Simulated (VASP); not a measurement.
# Al: single point with LDA

The system is Al.

```
Al
1.0
     2.84947    0.00000    0.00000
    -1.42473    2.46771    0.00000
     0.00000    0.00000    4.93089
Al
2
Cartesian
  0.0000 1.6451 1.2327
  1.4247 0.8226 3.6982
```

This cell differs from its parent crystal: volume scaled by 1.04.

- Program: VASP 6.6.1
- Task: single point
- Functional: LDA
- Potentials or basis: VASP PAW LDA potentials, release 64 (Al)
- Cutoff: 520 eV
- k mesh: 11 × 11 × 6
- Occupations: fermi-dirac, width 0.05 eV
- Spin: no spin polarisation
- Dipole correction: no
- Further INCAR settings: ALGO = Normal; EDIFF = 1e-07; NBANDS = 10

```
Pressure               : -5.4 GPa
Band gap on the k mesh : zero (band 3 reaches 10.68 eV, above the bottom of band 4 at 4.38 eV)
```

Stress tensor (GPa, compression positive):
```
-4.31  0.00  0.00
 0.00 -4.31  0.00
 0.00  0.00 -7.57
```

Levels at points of the mesh, in eV from the Fermi level:
| k point | band 1 | band 2 | band 3 | band 4 | band 5 | band 6 | band 7 | band 8 |
| --- | --- | --- | --- | --- | --- | --- | --- | --- |
| (0.00, 0.00, 0.00) | -10.79 | -5.04 | -4.63 | 10.94 | 10.94 | 10.94 | 11.35 | 11.35 |
| (0.00, 0.00, 0.50) | -9.28 | -9.28 | 2.30 | 2.30 | 12.10 | 12.10 | 12.10 | 12.10 |

It took 5.8 s on 1 thread of Intel(R) Xeon(R) 6975P-C (Granite Rapids) (shared host), peak memory 0.14 GiB.
